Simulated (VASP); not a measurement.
Here is a VASP 6.6.1 calculation.

The input POSCAR:

```
Pt
1.0
   -1.5842200000      1.5842200000      1.5842200000
    1.5842200000     -1.5842200000      1.5842200000
    1.5842200000      1.5842200000     -1.5842200000
Pt
1
Direct
    0.0000000000      0.0000000000      0.0000000000
```

The input INCAR.step1:

```
SYSTEM = Pt
PREC = Accurate
ENCUT = 520
EDIFF = 1E-5
ISMEAR = -1
SIGMA = 0.05
LREAL = .False.
LASPH = .True.
NELM = 100
ALGO = Normal
ISIF = 2
LWAVE = .True.
LCHARG = .False.
GGA = PE
NBANDS = 11
```

Contents of INCAR.step2:

```
SYSTEM = Pt
PREC = Accurate
ENCUT = 520
EDIFF = 1E-6
ISMEAR = -1
SIGMA = 0.05
LREAL = .False.
LASPH = .True.
NELM = 100
ALGO = Normal
ISIF = 2
LWAVE = .False.
LCHARG = .False.
GGA = B3
LHFCALC = .True.
AEXX = 0.2
AGGAX = 0.72
AGGAC = 0.81
ALDAC = 0.19
PRECFOCK = Normal
ISTART = 1
NBANDS = 11
```

File KPOINTS:

```
regular mesh
0
Gamma
  6 6 6
  0 0 0
```

Potentials or basis: VASP PAW PBE potentials, release 64 (Pt).

The run is started by

```bash
$ cat potpaw_PBE.64/Pt/POTCAR > POTCAR
$ cp INCAR.step1 INCAR
$ mpirun -np 1 vasp_std > vasp.out
$ cp INCAR.step2 INCAR
$ mpirun -np 1 vasp_std > vasp.out
```

Question: Estimate the pressure.

Answer: 5.6 GPa.

Question: Predict the band gap on the k mesh.

Answer: Zero (bands 5 and 6 overlap by 3.16 eV).

Caveat: the k points lie up to 0.47 Å⁻¹ apart, too coarse for converged energies and pressures of a metal; the PAW data sets were made with another functional, which shifts forces and pressure a little; spin-orbit coupling is left out, which moves the levels of the heavy elements.
